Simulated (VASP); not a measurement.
# ErH4 (Pm-3m) in VASP: a series of runs

ErH4 is run at these levels: PBE; tasks: single point, relaxation of cell and atoms.

Program: VASP 6.6.1. These are calculated values, not measurements. Logs are shortened: lines on timing, memory, paths and dates and some standing lists are left out, and cuts for length are marked.

## (1) The cell of the first run

It takes space group Pm-3m (No. 221, cubic). Conventional cell: a = 3.835 Å, b = 3.835 Å, c = 3.835 Å, α = 90.00°, β = 90.00°, γ = 90.00°. Within 2.5 Å of Er (site symmetry m-3m) lie 6 H at 1.92 Å. H (site symmetry m-3m) has 12 H at 2.71 Å and 8 Er at 3.32 Å within 3.6 Å. H (site symmetry 4/mmm) has 2 Er at 1.92 Å within 2.5 Å.

The cell was built from a structure type or drawn by symmetry, and may not be a known phase.

## (2) Single point, PBE

INCAR reads:

```
PREC = Accurate ; ENCUT = 500
EDIFF = 1E-6 ; ISMEAR = 0
SIGMA = 0.1 ; LREAL = False
LASPH = True ; NELM = 200
ALGO = Normal ; ISIF = 2
LWAVE = False ; LCHARG = False
GGA = PE ; NBANDS = 14
GGA_COMPAT = False ; LMAXMIX = 6
```

KPOINTS reads:

```
regular mesh
0
Gamma
  4 4 4
```

POSCAR reads:

```
ErH4
1.0
    3.8347417700      0.0000000000      0.0000000000
    0.0000000000      3.8347417700      0.0000000000
    0.0000000000      0.0000000000      3.8347417700
Er H
1 4
Direct
    0.5000000000      0.5000000000      0.5000000000
    0.0000000000      0.0000000000      0.0000000000
    0.5000000000      0.5000000000      0.0000000000
    0.5000000000      0.0000000000      0.5000000000
    0.0000000000      0.5000000000      0.5000000000
```

Potentials or basis: VASP PAW PBE potentials, release 64 (Er_3, H), 4f in core.

On the command line:

```
cat potpaw_PBE.64/Er_3/POTCAR potpaw_PBE.64/H/POTCAR > POTCAR
mpirun -np 1 vasp_std > vasp.out
```

OUTCAR:

```text
PREC = Accurate
   ENCUT = 500
   EDIFF = 1E-6
   ISMEAR = 0
   LREAL = False
   LASPH = True
   NELM = 200
   ISIF = 2
   GGA = PE

 ion  position               nearest neighbor table
   1  0.500  0.500  0.500-   3 1.92   4 1.92   5 1.92   3 1.92   4 1.92   5 1.92
   2  0.000  0.000  0.000-
   3  0.500  0.500  0.000-   1 1.92   1 1.92
   4  0.500  0.000  0.500-   1 1.92   1 1.92
   5  0.000  0.500  0.500-   1 1.92   1 1.92

  LATTYP: Found a simple cubic cell.
 ALAT       =     3.8347417700

  Lattice vectors:

 A1 = (   3.8347417700,   0.0000000000,   0.0000000000)
 A2 = (   0.0000000000,   3.8347417700,   0.0000000000)
 A3 = (   0.0000000000,   0.0000000000,   3.8347417700)

Analysis of symmetry for initial positions (statically):
=====================================================================
 Subroutine PRICEL returns:
 Original cell was already a primitive cell.

 Routine SETGRP: Setting up the symmetry group for a
 simple cubic supercell.

 Subroutine GETGRP returns: Found 48 space group operations
 (whereof 48 operations were pure point group operations)
 out of a pool of 48 trial point group operations.

The static configuration has the point symmetry O_h .

Analysis of symmetry for dynamics (positions and initial velocities):
=====================================================================
 Subroutine PRICEL returns:
 Original cell was already a primitive cell.

 Routine SETGRP: Setting up the symmetry group for a
 simple cubic supercell.

 Subroutine GETGRP returns: Found 48 space group operations
 (whereof 48 operations were pure point group operations)
 out of a pool of 48 trial point group operations.

The dynamic configuration has the point symmetry O_h .

 Subroutine INISYM returns: Found 48 space group operations
 (whereof 48 operations are pure point group operations),
 and found     1 'primitive' translations

----------------------------------------------------------------------------------------

                                     Primitive cell

  volume of cell :      56.3908

  direct lattice vectors                    reciprocal lattice vectors
     3.834741770  0.000000000  0.000000000     0.260773752  0.000000000  0.000000000
     0.000000000  3.834741770  0.000000000     0.000000000  0.260773752  0.000000000
     0.000000000  0.000000000  3.834741770     0.000000000  0.000000000  0.260773752

  length of vectors
     3.834741770  3.834741770  3.834741770     0.260773752  0.260773752  0.260773752

  position of ions in fractional coordinates (direct lattice)
     0.500000000  0.500000000  0.500000000
     0.000000000  0.000000000  0.000000000
     0.500000000  0.500000000  0.000000000
     0.500000000  0.000000000  0.500000000
     0.000000000  0.500000000  0.500000000

  ion indices of the primitive-cell ions
   primitive index   ion index
                 1           1
                 2           2
                 3           3
                 4           4
                 5           5

----------------------------------------------------------------------------------------

 KPOINTS: regular mesh

Automatic generation of k-mesh.
 Grid dimensions read from file:
 generate k-points for:    4    4    4

 Generating k-lattice:

  Cartesian coordinates                     Fractional coordinates (reciprocal lattice)
     0.065193438  0.000000000  0.000000000     0.250000000  0.000000000  0.000000000
     0.000000000  0.065193438  0.000000000     0.000000000  0.250000000  0.000000000
     0.000000000  0.000000000  0.065193438     0.000000000  0.000000000  0.250000000

  Length of vectors
     0.065193438  0.065193438  0.065193438

  Shift w.r.t. Gamma in fractional coordinates (k-lattice)
     0.000000000  0.000000000  0.000000000

 Subroutine IBZKPT returns following result:
 ===========================================

 Found     10 irreducible k-points:

 Following reciprocal coordinates:
            Coordinates               Weight
  0.000000  0.000000  0.000000      1.000000
  0.250000  0.000000  0.000000      6.000000
  0.500000  0.000000  0.000000      3.000000
  0.250000  0.250000  0.000000     12.000000
  0.500000  0.250000  0.000000     12.000000
  0.500000  0.500000  0.000000      3.000000
  0.250000  0.250000  0.250000      8.000000
  0.500000  0.250000  0.250000     12.000000
  0.500000  0.500000  0.250000      6.000000
  0.500000  0.500000  0.500000      1.000000
   k-points           NKPTS =     10   k-points in BZ     NKDIM =     10   number of bands    NBANDS=     14
   number of dos      NEDOS =    301   number of ions     NIONS =      5
   total plane-waves  NPLWV =  21952
   dimension x,y,z NGX =    28 NGY =   28 NGZ =   28
   dimension x,y,z NGXF=    56 NGYF=   56 NGZF=   56
   ions per type =               1   4
   NGX,Y,Z   is equivalent  to a cutoff of  12.14, 12.14, 12.14 a.u.
   NGXF,Y,Z  is equivalent  to a cutoff of  24.28, 24.28, 24.28 a.u.
 SYSTEM =  unknown system
   PREC   = accura    normal or accurate (medium, high low for compatibility)
   ISTART =      0    job   : 0-new  1-cont  2-samecut
   ICHARG =      2    charge: 1-file 2-atom 10-const
   ISPIN  =      1    spin polarized calculation?
   LNONCOLLINEAR =      F non collinear calculations
   LSORBIT =      F    spin-orbit coupling
   LASPH  =      T    aspherical Exc in radial PAW
   ENCUT  =  500.0 eV  36.75 Ry    6.06 a.u.   6.99  6.99  6.99*2*pi/ulx,y,z
   NELM   =    200;   NELMIN=  2; NELMDL= -5     # of ELM steps
   EDIFF  = 0.1E-05   stopping-criterion for ELM
   LREAL  =      F    real-space projection
   EDIFFG = 0.1E-04   stopping-criterion for IOM
   NSW    =      0    number of steps for IOM
   IBRION =     -1    ionic relax: 0-MD 1-quasi-New 2-CG
   NFREE  =      0    steps in history (QN), initial steepest desc. (CG)
   ISIF   =      2    stress and relaxation
   ISYM   =      2    0-nonsym 1-usesym 2-fastsym
   POTIM  = 0.5000    time-step for ionic-motion
   TEBEG  =    0.0;   TEEND  =   0.0 temperature during run
   PSTRESS=    0.0 pullay stress
   NELECT =      13.0000    total number of electrons
   NUPDOWN=      -1.0000    fix difference up-down
   EMIN   =  10.00;   EMAX   =-10.00  energy-range for DOS
   EFERMI =   0.00;   METHOD = LEGACY
   ISMEAR =     0;   SIGMA  =   0.10  broadening in eV -4-tet -1-fermi 0-gaus
   EFERMI_NEDOS =   21; number of points for ismear=-14 and -15
   IALGO  =     38    algorithm
   IMIX   =      4    mixing-type and parameters
     AMIX     =   0.40;   BMIX     =  1.00
     AMIX_MAG =   1.60;   BMIX_MAG =  1.00
  volume/ion in A,a.u.               =      11.28        76.11
  Fermi-wavevector in a.u.,A,eV,Ry     =   1.003814  1.896933 13.709803  1.007642
  Thomas-Fermi vector in A             =   2.136390
   LORBIT       =      0    0 simple, 1 ext, 2 COOP (PROOUT), +10 PAW based schemes
   GGA     = PE    functional components
   LHFCALC =     F    Hartree Fock is set to
   AEXX    =    0.0000 exact exchange contribution
   IVDW    =     0    specifies the selected vdW correction
   LEPSILON=     F    determine dielectric tensor
   LRPA    =     F    only Hartree local field effects (RPA)
 non-spin polarized calculation
 Gauss-broadening in eV      SIGMA  =   0.10
  energy-cutoff  :      500.00
  volume of cell :       56.39
 maximum number of plane-waves:      1472
 NGX is ok and might be reduce to    28
   NGX = 13   NGY = 13   NGZ = 13

 number of electron      12.9999993 magnetization

 Free energy of the ion-electron system (eV)
  ---------------------------------------------------
  ext. energy  EPLUGINS =         0.00000000
  ---------------------------------------------------
  free energy    TOTEN  =       -16.01700946 eV

  energy without entropy =      -16.00162528  energy(sigma->0) =      -16.00931737

 E-fermi :  -0.5272     XC(G=0):  -8.6053

 val. band max:       -0.6037529276   @ k =   0.2500   0.2500   0.0000
 cond. band min:      -0.4908285378   @ k =   0.5000   0.2500   0.2500
 fundamental gap:      0.1129243898
 Fermi energy:        -0.5272188033

 k-point     1 :       0.0000    0.0000    0.0000
  band No.  band energies     occupation
      1     -23.7624      2.00000
      2     -23.7624      2.00000
      3     -23.7624      2.00000
      4      -6.7020      2.00000
      5      -4.1144      2.00000
      6      -4.1144      2.00000
      7       0.4844      0.00000
      8       5.2688      0.00000
      9       5.2688      0.00000
     10       5.2688      0.00000
     11       7.4388      0.00000
     12       7.4388      0.00000
     13       7.4388      0.00000
     14      13.1132      0.00000

 k-point     2 :       0.2500    0.0000    0.0000
  band No.  band energies     occupation
      1     -23.8896      2.00000
      2     -23.7565      2.00000
      3     -23.7565      2.00000
      4      -6.0664      2.00000
      5      -4.0327      2.00000
      6      -3.5364      2.00000
      7       0.0257      0.00000
      8       4.1124      0.00000
      9       4.1124      0.00000
     10       5.3488      0.00000
     11       7.1591      0.00000
     12       9.0045      0.00000
     13       9.0045      0.00000
     14      10.3216      0.00000
[... 105 lines left out ...]
      1     -23.9894      2.00000
      2     -23.9894      2.00000
      3     -23.8626      2.00000
      4      -3.0834      2.00000
      5      -1.7666      2.00000
      6      -1.4204      2.00000
      7      -1.4204      2.00000
      8       2.2014      0.00000
      9       2.2014      0.00000
     10       2.4620      0.00000
     11       5.3510      0.00000
     12       5.9946      0.00000
     13       9.6376      0.00000
     14       9.6376      0.00000

 k-point    10 :       0.5000    0.5000    0.5000
  band No.  band energies     occupation
      1     -23.9820      2.00000
      2     -23.9820      2.00000
      3     -23.9820      2.00000
      4      -1.1161      2.00000
      5      -1.1161      2.00000
      6      -1.1161      2.00000
      7      -0.9940      2.00000
      8       1.0879      0.00000
      9       1.0879      0.00000
     10       1.0879      0.00000
     11       5.3964      0.00000
     12       5.3965      0.00000
     13       6.9608      0.00000
     14      11.5516      0.00000

------------------------ aborting loop because EDIFF is reached ----------------------------------------

  FORCE on cell =-STRESS in cart. coord.  units (eV):
  Direction    XX          YY          ZZ          XY          YZ          ZX
  --------------------------------------------------------------------------------------
  -------------------------------------------------------------------------------------
  Total        3.5396605      3.5396605      3.5396605      0.0000000      0.0000000     -0.0000000
  in kB      100.5689274    100.5689274    100.5689274      0.0000000      0.0000000     -0.0000000
  external PRESSURE =     100.5689274 kB  Pullay stress =       0.0000000 kB

 VOLUME and BASIS-vectors are now :
 -----------------------------------------------------------------------------
  energy-cutoff  :      500.00
  volume of cell :       56.39
      direct lattice vectors                 reciprocal lattice vectors
     3.834741770  0.000000000  0.000000000     0.260773752  0.000000000  0.000000000
     0.000000000  3.834741770  0.000000000     0.000000000  0.260773752  0.000000000
     0.000000000  0.000000000  3.834741770     0.000000000  0.000000000  0.260773752

 POSITION                                       TOTAL-FORCE (eV/Angst)
 -----------------------------------------------------------------------------------
      1.91737      1.91737      1.91737         0.000000      0.000000      0.000000
      0.00000      0.00000      0.00000         0.000000      0.000000      0.000000
      1.91737      1.91737      0.00000         0.000000      0.000000      0.000000
      1.91737      0.00000      1.91737         0.000000      0.000000      0.000000
      0.00000      1.91737      1.91737         0.000000      0.000000      0.000000
 -----------------------------------------------------------------------------------
    total drift:                                0.000000      0.000000      0.000000

  FREE ENERGIE OF THE ION-ELECTRON SYSTEM (eV)
  ---------------------------------------------------
  free  energy   TOTEN  =       -16.0170094589 eV

  energy  without entropy=      -16.0016252818  energy(sigma->0) =      -16.00931737
```

Run time: 8.9 s. Hardware: 1 thread of Intel Xeon 6975P-C (Granite Rapids), shared host; peak memory 0.15 GiB.

What came out:

| Item | Value |
| --- | --- |
| Free energy | -16.0170 eV |
| Pressure | 10.1 GPa |
| Band gap on the k mesh | zero (an odd number of electrons rules out a gap without spin polarisation) |

Levels at points of the mesh, in eV from the Fermi level:
```
           k point  band 3  band 4  band 5  band 6  band 7  band 8  band 9  band 10
(0.00, 0.00, 0.00)  -23.24   -6.17   -3.59   -3.59    1.01    5.80    5.80     5.80
(0.50, 0.00, 0.00)  -23.22   -4.74   -3.42   -2.84    1.14    3.96    3.96     5.82
(0.50, 0.50, 0.00)  -23.21   -3.85   -1.70   -1.10   -1.10    4.19    4.37     4.37
(0.50, 0.50, 0.50)  -23.45   -0.59   -0.59   -0.59   -0.47    1.62    1.62     1.62
```

Caveat: the k points lie up to 0.41 Å⁻¹ apart, too coarse for converged energies and pressures of a metal; spin-orbit coupling is left out, which moves the levels of the heavy elements; the 4f electrons are frozen in the core, so they carry no moment and show no levels.

## (3) Single point, PBE

This run uses another cell than the first one, of 13.42 Å³/atom.

INCAR reads:

```
SYSTEM = ErH4
ALGO = Normal
EDIFF = 1E-6
ENCUT = 500
GGA = PE
GGA_COMPAT = .FALSE.
ISIF = 2
ISMEAR = 0
LASPH = .TRUE.
LCHARG = .FALSE.
LMAXMIX = 6
LREAL = .FALSE.
LWAVE = .FALSE.
NBANDS = 14
NELM = 200
PREC = Accurate
SIGMA = 0.1
```

KPOINTS reads:

```
k-points
0
G
  4 4 4
  0 0 0
```

POSCAR, as its differences from that of step 2:

```diff
@@ -2,5 +2,5 @@
 1.0
-    3.8347417700      0.0000000000      0.0000000000
-    0.0000000000      3.8347417700      0.0000000000
-    0.0000000000      0.0000000000      3.8347417700
+    4.0632377231      0.0000000000      0.0000000000
+    0.0000000000      4.0632377231      0.0000000000
+    0.0000000000      0.0000000000      4.0632377231
 Er H
```

Potentials or basis: VASP PAW PBE potentials, release 64 (Er_3, H), 4f in core.

On the command line:

```
cat potpaw_PBE.64/Er_3/POTCAR potpaw_PBE.64/H/POTCAR > POTCAR
mpirun -np 1 vasp_std > vasp.out
```

Run time: 16 s. Hardware: 1 thread of Intel Xeon 6975P-C (Granite Rapids), shared host; peak memory 0.16 GiB.

Results (log left out):

| Property | Result |
| --- | --- |
| Free energy | -16.3429 eV |
| Pressure | 0.5 GPa |
| Band gap on the k mesh | zero (an odd number of electrons rules out a gap without spin polarisation) |

Levels at points of the mesh, in eV from the Fermi level:
| k point | band 3 | band 4 | band 5 | band 6 | band 7 | band 8 | band 9 | band 10 | band 11 | band 12 |
| --- | --- | --- | --- | --- | --- | --- | --- | --- | --- | --- |
| (0.00, 0.00, 0.00) | -23.61 | -5.35 | -2.89 | -2.89 | 0.77 | 5.30 | 5.30 | 5.30 | 7.49 | 7.49 |
| (0.50, 0.00, 0.00) | -23.61 | -4.11 | -2.76 | -2.47 | 0.88 | 3.90 | 3.90 | 5.14 | 5.42 | 9.46 |
| (0.50, 0.50, 0.00) | -23.60 | -3.27 | -1.21 | -1.12 | -1.12 | 3.89 | 4.20 | 4.20 | 5.23 | 5.47 |
| (0.50, 0.50, 0.50) | -23.73 | -0.73 | -0.73 | -0.73 | -0.32 | 2.03 | 2.03 | 2.03 | 5.29 | 5.29 |

Caveat: the k points lie up to 0.39 Å⁻¹ apart, too coarse for converged energies and pressures of a metal; spin-orbit coupling is left out, which moves the levels of the heavy elements; the 4f electrons are frozen in the core, so they carry no moment and show no levels.

## (4) Relaxation of cell and atoms, PBE

INCAR reads:

```
SYSTEM = ErH4
PREC = Accurate
ENCUT = 500
EDIFF = 1E-7
ISMEAR = 0
SIGMA = 0.1
LREAL = .False.
LASPH = .True.
NELM = 200
ALGO = Normal
ISIF = 3
LWAVE = .False.
LCHARG = .False.
GGA = PE
IBRION = 2
NSW = 90
EDIFFG = -0.04
GGA_COMPAT = .False.
NELMIN = 4
LMAXMIX = 6
```

KPOINTS reads:

```
Automatic mesh
0
Gamma
  4 4 4
  0 0 0
```

POSCAR, as its differences from that of step 3:

```diff
@@ -2,5 +2,5 @@
 1.0
-    4.0632377231      0.0000000000      0.0000000000
-    0.0000000000      4.0632377231      0.0000000000
-    0.0000000000      0.0000000000      4.0632377231
+    3.8347417700      0.0000000000      0.0000000000
+    0.0000000000      3.8347417700      0.0000000000
+    0.0000000000      0.0000000000      3.8347417700
 Er H
```

On the command line:

```
cat potpaw_PBE.64/Er_3/POTCAR potpaw_PBE.64/H/POTCAR > POTCAR
mpirun -np 1 vasp_std > vasp.out
```

Wall time 26 s (1 thread of Intel Xeon 6975P-C (Granite Rapids), shared host); peak memory 0.16 GiB.

Results (log left out):

| Property | Result |
| --- | --- |
| Free energy | -16.3295 eV |
| Relaxed volume | 13.57 Å³/atom |
| Relaxed cell | a = 4.079 Å, b = 4.079 Å, c = 4.079 Å, α = 90.00°, β = 90.00°, γ = 90.00° |
| Space group after relaxing (to 0.1 Å) | Pm-3m (No. 221) |
| Energy gained by relaxing | 62.5 meV/atom |
| Ionic steps | 4 |
| Pressure after relaxing | -0.1 GPa |
| Band gap on the k mesh | zero (an odd number of electrons rules out a gap without spin polarisation) |

Step by step:
```tsv
step	energy change (eV)	largest force (eV/Å)	pressure (GPa)	volume (Å³)
1	0.0000	0.0000	10.05	56.39
2	-0.2519	0.0000	3.86	62.36
3	-0.3014	0.0000	-1.40	70.19
4	-0.3125	0.0000	-0.09	67.85
```

Final structure:
```
Er H
1.0
     4.07871    0.00000    0.00000
     0.00000    4.07871    0.00000
     0.00000    0.00000    4.07871
Er H
1 4
Cartesian
  2.0394 2.0394 2.0394
  0.0000 0.0000 0.0000
  2.0394 2.0394 0.0000
  2.0394 0.0000 2.0394
  0.0000 2.0394 2.0394
```

Levels at points of the mesh, in eV from the Fermi level:
| k point | band 3 | band 4 | band 5 | band 6 | band 7 | band 8 | band 9 | band 10 |
| --- | --- | --- | --- | --- | --- | --- | --- | --- |
| (0.00, 0.00, 0.00) | -23.64 | -5.30 | -2.85 | -2.85 | 0.75 | 5.26 | 5.26 | 5.26 |
| (0.50, 0.00, 0.00) | -23.64 | -4.07 | -2.72 | -2.45 | 0.87 | 3.89 | 3.89 | 5.10 |
| (0.50, 0.50, 0.00) | -23.63 | -3.24 | -1.18 | -1.12 | -1.12 | 3.87 | 4.19 | 4.19 |
| (0.50, 0.50, 0.50) | -23.75 | -0.73 | -0.73 | -0.73 | -0.31 | 2.05 | 2.05 | 2.05 |

Caveat: the k points lie up to 0.39 Å⁻¹ apart in the final cell, too coarse for converged energies and pressures of a metal; the volume moved by over 15 % at a fixed basis, so the end points are rough; spin-orbit coupling is left out, which moves the levels of the heavy elements; the 4f electrons are frozen in the core, so they carry no moment and show no levels. Spin polarisation is off, so any magnetic state and its effect on volume and gap are missing.

## (5) The runs side by side

| task | cell | gap on the mesh (eV) | pressure (GPa) |
| --- | --- | --- | --- |
| single point | a = 3.835 Å, 5 atoms | none | 10.1 |
| single point | a = 4.063 Å, 5 atoms | none | 0.5 |
| relaxation of cell and atoms | relaxed from a = 3.835 Å, 5 atoms | none | -0.1 |

Alike in all rows: level PBE; potentials or basis VASP PAW PBE potentials, release 64 (Er_3, H), 4f in core; no spin polarisation; k mesh 4 × 4 × 4; cutoff (eV) 500; smearing gaussian 0.1 eV.

Caveats: all runs use coarse meshes; spin-orbit coupling is left out, which moves the levels of the heavy elements; the 4f electrons are frozen in the core, so they carry no moment and show no levels; the volume moved by over 15 % at a fixed basis, so the end points are rough (at least some runs).

Total energies depend on the potentials used, so only differences within one code and one set of settings carry meaning.
